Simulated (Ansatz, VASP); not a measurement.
**Two plane-wave programs on NaSrNbBiO6**

Contents of INCAR:

```
PREC = Accurate
ENCUT = 600
EDIFF = 1E-6
ISMEAR = -1
SIGMA = 0.05
LREAL = False
LASPH = True
NELM = 120
ALGO = Normal
ISIF = 2
LWAVE = False
LCHARG = True
GGA = PS
LELF = True
LVHAR = True
NBANDS = 52
GGA_COMPAT = False
```

Contents of KPOINTS:

```
Automatic mesh
0
Gamma
  5 5 5
```

The input POSCAR:

```
NaSrNbBiO6
1.0
    0.0000000000      4.2096680000      4.2096680000
    4.2096680000      0.0000000000      4.2096680000
    4.2096680000      4.2096680000      0.0000000000
Na Sr Nb Bi O
1 1 1 1 6
Direct
    0.7500000000      0.7500000000      0.7500000000
    0.2500000000      0.2500000000      0.2500000000
    0.5000000000      0.5000000000      0.5000000000
    0.0000000000      0.0000000000      0.0000000000
    0.7375940000      0.2624060000      0.2624060000
    0.2624060000      0.7375940000      0.7375940000
    0.7375940000      0.7375940000      0.2624060000
    0.2624060000      0.2624060000      0.7375940000
    0.2624060000      0.7375940000      0.2624060000
    0.7375940000      0.2624060000      0.7375940000
```

Input for Ansatz:

```yaml
crystal:
  lattice:
    - [0.0, 4.209668, 4.209668]
    - [4.209668, 0.0, 4.209668]
    - [4.209668, 4.209668, 0.0]
  atoms:
    - { symbol: Na, position: [0.75, 0.75, 0.75] }
    - { symbol: Sr, position: [0.25, 0.25, 0.25] }
    - { symbol: Nb, position: [0.5, 0.5, 0.5] }
    - { symbol: Bi, position: [0.0, 0.0, 0.0] }
    - { symbol: O, position: [0.737594, 0.262406, 0.262406] }
    - { symbol: O, position: [0.26240600000000003, 0.737594, 0.737594] }
    - { symbol: O, position: [0.737594, 0.737594, 0.26240600000000003] }
    - { symbol: O, position: [0.262406, 0.262406, 0.737594] }
    - { symbol: O, position: [0.262406, 0.737594, 0.262406] }
    - { symbol: O, position: [0.737594, 0.26240600000000003, 0.737594] }
basis:
  ecutwfc: 510.0
kpoints:
  mp_grid:
    grid: [5, 5, 5]
hamiltonian:
  xc: pbesol
scf:
  occupations:
    method: fermi_dirac
    width: 0.05
output:
  stress: true
  eigenvalues: true
```

Alike in both runs: task single point; functional PBEsol; k mesh 5 × 5 × 5; occupations fermi-dirac, width 0.05 eV; no spin polarisation.

|  | VASP | Ansatz |
| --- | --- | --- |
| version | VASP 6.6.1 | Ansatz 0.2.0 |
| potentials or method | VASP PAW PBE potentials, release 64 (Na_pv, Sr_sv, Nb_sv, Bi_d, O), cutoff 600 eV | plane waves, PAW |
| valence electrons in the cell | 81 | 83 |

```csv
,VASP,Ansatz,Ansatz less VASP
gap on the k mesh at the Fermi level (eV),none,none,-
pressure (GPa),-6.4,-6.3,+0.06
```

VASP's potentials were made for PBE, not for PBEsol. A gap of «none» marks a metal or a gap that the smearing closes. The functional is the same, so the differences come from potentials, cutoffs and numerics. VASP's potentials hold 81 valence electrons a cell and Ansatz's 83, so a difference there can come from the potentials and not from the codes.

Spin-orbit coupling is off throughout.
